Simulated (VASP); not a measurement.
# CuI (Marshite) (F-43m) in VASP: single point with PBE

Aim: the single point of CuI (Marshite) with PBE.

All numbers are computed with VASP 6.6.1; they aren't measurements. Logs are shortened: lines on timing, memory, paths and dates and some standing lists are left out, and cuts for length are marked.

### 1 The cell of the first run

It takes space group F-43m (No. 216, cubic). The conventional cell has a = 6.063 Å, b = 6.063 Å, c = 6.063 Å, α = 90.00°, β = 90.00°, γ = 90.00°. Cu (site symmetry -43m) has 4 I at 2.63 Å within 3.5 Å. I (site symmetry -43m) has 4 Cu at 2.63 Å within 3.5 Å.

### 2 Single point, PBE

Contents of INCAR:

```
SYSTEM = CuI
ALGO = Normal ; EDIFF = 1E-6
ENCUT = 520 ; GGA = PE
ISIF = 2 ; ISMEAR = 0
LASPH = .True. ; LCHARG = .False.
LREAL = .False. ; LWAVE = .False.
NBANDS = 16 ; NELM = 80
PREC = Accurate ; SIGMA = 0.01
```

Contents of KPOINTS:

```
k-points
0
Gamma
  6 6 6
  0 0 0
```

Contents of POSCAR:

```
CuI
1.0
    0.0000000000      3.0315000000      3.0315000000
    3.0315000000      0.0000000000      3.0315000000
    3.0315000000      3.0315000000      0.0000000000
Cu I
1 1
Direct
    0.2500000000      0.2500000000      0.2500000000
    0.0000000000      0.0000000000      0.0000000000
```

Potentials or basis: VASP PAW PBE potentials, release 64 (Cu, I).

On the command line:

```sh
$ cat potpaw_PBE.64/Cu/POTCAR potpaw_PBE.64/I/POTCAR > POTCAR
$ mpirun -np 1 vasp_std > vasp.out
```

OUTCAR:

```text
SYSTEM = CuI
   EDIFF = 1E-6
   ENCUT = 520
   GGA = PE
   ISIF = 2
   ISMEAR = 0
   LASPH = .True.
   LREAL = .False.
   NELM = 80
   PREC = Accurate

 ion  position               nearest neighbor table
   1  0.250  0.250  0.250-   2 2.63   2 2.63   2 2.63   2 2.63
   2  0.000  0.000  0.000-   1 2.63   1 2.63   1 2.63   1 2.63

  LATTYP: Found a face centered cubic cell.
 ALAT       =     6.0630000000

  Lattice vectors:

 A1 = (   0.0000000000,   3.0315000000,   3.0315000000)
 A2 = (   3.0315000000,   0.0000000000,   3.0315000000)
 A3 = (   3.0315000000,   3.0315000000,   0.0000000000)

Analysis of symmetry for initial positions (statically):
=====================================================================
 Subroutine PRICEL returns:
 Original cell was already a primitive cell.

 Routine SETGRP: Setting up the symmetry group for a
 face centered cubic supercell.

 Subroutine GETGRP returns: Found 24 space group operations
 (whereof 24 operations were pure point group operations)
 out of a pool of 48 trial point group operations.

The static configuration has the point symmetry T_d .

Analysis of symmetry for dynamics (positions and initial velocities):
=====================================================================
 Subroutine PRICEL returns:
 Original cell was already a primitive cell.

 Routine SETGRP: Setting up the symmetry group for a
 face centered cubic supercell.

 Subroutine GETGRP returns: Found 24 space group operations
 (whereof 24 operations were pure point group operations)
 out of a pool of 48 trial point group operations.

The dynamic configuration has the point symmetry T_d .

 Subroutine INISYM returns: Found 24 space group operations
 (whereof 24 operations are pure point group operations),
 and found     1 'primitive' translations

----------------------------------------------------------------------------------------

                                     Primitive cell

  volume of cell :      55.7189

  direct lattice vectors                    reciprocal lattice vectors
     0.000000000  3.031500000  3.031500000    -0.164934851  0.164934851  0.164934851
     3.031500000  0.000000000  3.031500000     0.164934851 -0.164934851  0.164934851
     3.031500000  3.031500000  0.000000000     0.164934851  0.164934851 -0.164934851

  length of vectors
     4.287188414  4.287188414  4.287188414     0.285675541  0.285675541  0.285675541

[... 70 lines left out ...]
   NELM   =     80;   NELMIN=  2; NELMDL= -5     # of ELM steps
   EDIFF  = 0.1E-05   stopping-criterion for ELM
   LREAL  =      F    real-space projection
   EDIFFG = 0.1E-04   stopping-criterion for IOM
   NSW    =      0    number of steps for IOM
   IBRION =     -1    ionic relax: 0-MD 1-quasi-New 2-CG
   NFREE  =      0    steps in history (QN), initial steepest desc. (CG)
   ISIF   =      2    stress and relaxation
   ISYM   =      2    0-nonsym 1-usesym 2-fastsym
   POTIM  = 0.5000    time-step for ionic-motion
   TEBEG  =    0.0;   TEEND  =   0.0 temperature during run
   PSTRESS=    0.0 pullay stress
   NELECT =      18.0000    total number of electrons
   NUPDOWN=      -1.0000    fix difference up-down
   EMIN   =  10.00;   EMAX   =-10.00  energy-range for DOS
   EFERMI =   0.00;   METHOD = LEGACY
   ISMEAR =     0;   SIGMA  =   0.01  broadening in eV -4-tet -1-fermi 0-gaus
   EFERMI_NEDOS =   21; number of points for ismear=-14 and -15
   IALGO  =     38    algorithm
   IMIX   =      4    mixing-type and parameters
     AMIX     =   0.40;   BMIX     =  1.00
     AMIX_MAG =   1.60;   BMIX_MAG =  1.00
  volume/ion in A,a.u.               =      27.86       188.00
  Fermi-wavevector in a.u.,A,eV,Ry     =   1.123306  2.122741 17.168055  1.261816
  Thomas-Fermi vector in A             =   2.259971
   LORBIT       =      0    0 simple, 1 ext, 2 COOP (PROOUT), +10 PAW based schemes
   GGA     = PE    functional components
   LHFCALC =     F    Hartree Fock is set to
   AEXX    =    0.0000 exact exchange contribution
   IVDW    =     0    specifies the selected vdW correction
   LEPSILON=     F    determine dielectric tensor
   LRPA    =     F    only Hartree local field effects (RPA)
 non-spin polarized calculation
 Gauss-broadening in eV      SIGMA  =   0.01
  energy-cutoff  :      520.00
  volume of cell :       55.72
 maximum number of plane-waves:      1524
   NGX = 15   NGY = 15   NGZ = 15

 number of electron      18.0000014 magnetization

 Free energy of the ion-electron system (eV)
  ---------------------------------------------------
  ext. energy  EPLUGINS =         0.00000000
  ---------------------------------------------------
  free energy    TOTEN  =        -5.55975072 eV

  energy without entropy =       -5.55975072  energy(sigma->0) =       -5.55975072

 E-fermi :   4.4912     XC(G=0):  -8.9362

 val. band max:        4.4319594967   @ k =   0.0000   0.0000   0.0000
 cond. band min:       5.5746483750   @ k =   0.0000   0.0000   0.0000
 fundamental gap:      1.1426888783
 Fermi energy:         4.4912085537

 k-point     1 :       0.0000    0.0000    0.0000
  band No.  band energies     occupation
      1      -9.5781      2.00000
      2       0.7933      2.00000
      3       0.7933      2.00000
      4       0.7933      2.00000
      5       2.5812      2.00000
      6       2.5812      2.00000
[... 281 lines left out ...]
      3       0.1591      2.00000
      4       0.6159      2.00000
      5       2.5358      2.00000
      6       2.5405      2.00000
[... 8 lines left out ...]
     15      15.9432      0.00000
     16      16.4786      0.00000

------------------------ aborting loop because EDIFF is reached ----------------------------------------

  FORCE on cell =-STRESS in cart. coord.  units (eV):
  Direction    XX          YY          ZZ          XY          YZ          ZX
  --------------------------------------------------------------------------------------
  -------------------------------------------------------------------------------------
  Total        0.1112412      0.1112412      0.1112412      0.0000000      0.0000000     -0.0000000
  in kB        3.1986991      3.1986991      3.1986991      0.0000000      0.0000000     -0.0000000
  external PRESSURE =       3.1986991 kB  Pullay stress =       0.0000000 kB

 VOLUME and BASIS-vectors are now :
 -----------------------------------------------------------------------------
  energy-cutoff  :      520.00
  volume of cell :       55.72
      direct lattice vectors                 reciprocal lattice vectors
     0.000000000  3.031500000  3.031500000    -0.164934851  0.164934851  0.164934851
     3.031500000  0.000000000  3.031500000     0.164934851 -0.164934851  0.164934851
     3.031500000  3.031500000  0.000000000     0.164934851  0.164934851 -0.164934851

 POSITION                                       TOTAL-FORCE (eV/Angst)
 -----------------------------------------------------------------------------------
      1.51575      1.51575      1.51575         0.000000      0.000000      0.000000
      0.00000      0.00000      0.00000        -0.000000     -0.000000     -0.000000
 -----------------------------------------------------------------------------------
    total drift:                                0.000001      0.000001      0.000001

  FREE ENERGIE OF THE ION-ELECTRON SYSTEM (eV)
  ---------------------------------------------------
  free  energy   TOTEN  =        -5.5597507181 eV

  energy  without entropy=       -5.5597507181  energy(sigma->0) =       -5.55975072
```

OSZICAR:

```text
N       E                     dE             d eps       ncg     rms          rms(c)
DAV:   1     0.953236799579E+02    0.95324E+02   -0.75456E+03   512   0.120E+03
DAV:   2     0.339458302746E+00   -0.94984E+02   -0.85545E+02   536   0.229E+02
DAV:   3    -0.561289490867E+01   -0.59524E+01   -0.58595E+01   704   0.600E+01
DAV:   4    -0.576865863157E+01   -0.15576E+00   -0.15571E+00   648   0.912E+00
DAV:   5    -0.577626924347E+01   -0.76106E-02   -0.76105E-02   768   0.228E+00    0.522E+00
DAV:   6    -0.570069261592E+01    0.75577E-01   -0.26164E+00   528   0.434E+01    0.337E+00
DAV:   7    -0.556041947776E+01    0.14027E+00   -0.63130E-01   592   0.260E+01    0.167E+00
DAV:   8    -0.556168411749E+01   -0.12646E-02   -0.33613E-02   792   0.247E+00    0.431E-01
DAV:   9    -0.555956623088E+01    0.21179E-02   -0.80513E-03   648   0.263E+00    0.134E-01
DAV:  10    -0.555974813929E+01   -0.18191E-03   -0.56926E-04   608   0.149E-01    0.364E-02
DAV:  11    -0.555975147307E+01   -0.33338E-05   -0.14702E-04   664   0.345E-01    0.293E-02
DAV:  12    -0.555975105889E+01    0.41418E-06   -0.10292E-05   816   0.484E-02    0.205E-02
DAV:  13    -0.555975003567E+01    0.10232E-05   -0.68993E-06   640   0.806E-02    0.460E-03
DAV:  14    -0.555975071813E+01   -0.68246E-06   -0.16325E-06   536   0.129E-02
   1 F= -.55597507E+01 E0= -.55597507E+01  d E =-.444684E-19
```

It took 8 s on 1 thread of Intel Xeon 6975P-C (Granite Rapids), shared host; peak memory 0.17 GiB.

Results:

```yaml
Free_energy: -5.5598 eV
Pressure: 0.3 GPa
Band_gap_on_the_k_mesh: 1.14 eV, direct
```

Caveat: spin-orbit coupling is left out, which moves the levels of the heavy elements. As with any semilocal functional, this PBE gap is likely too small.
